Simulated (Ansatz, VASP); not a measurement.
# HfO2 in VASP and in Ansatz

```
CELL_PARAMETERS angstrom
0.00000 2.58865 2.58865
2.58865 0.00000 2.58865
2.58865 2.58865 0.00000
ATOMIC_POSITIONS crystal
Hf 0.00000 0.00000 0.00000
O 0.25000 0.25000 0.25000
O 0.75000 0.75000 0.75000
```

Alike in both runs: task single point; functional BLYP; k mesh 8 × 8 × 8; occupations gaussian, width 0.05 eV; no spin polarisation.

```csv
,VASP,Ansatz
version,VASP 6.6.1,Ansatz 0.2.0
potentials or method,"VASP PAW PBE potentials, release 64 (Hf_pv, O), cutoff 600 eV","scalar-relativistic, plane waves, PAW"
valence electrons in the cell,22,38
```

|  | VASP | Ansatz | Ansatz less VASP |
| --- | --- | --- | --- |
| gap on the k mesh at the Fermi level (eV) | 3.70 | 3.69 | -0.011 |
| least direct gap on the mesh (eV) | 3.70 | 3.69 | -0.011 |
| pressure (GPa) | -7.3 | -4.4 | +2.81 |

VASP's potentials were made for PBE, not for BLYP. VASP's potentials hold 22 valence electrons a cell and Ansatz's 38, so a difference there can come from the potentials and not from the codes.

Spin-orbit coupling is off throughout.
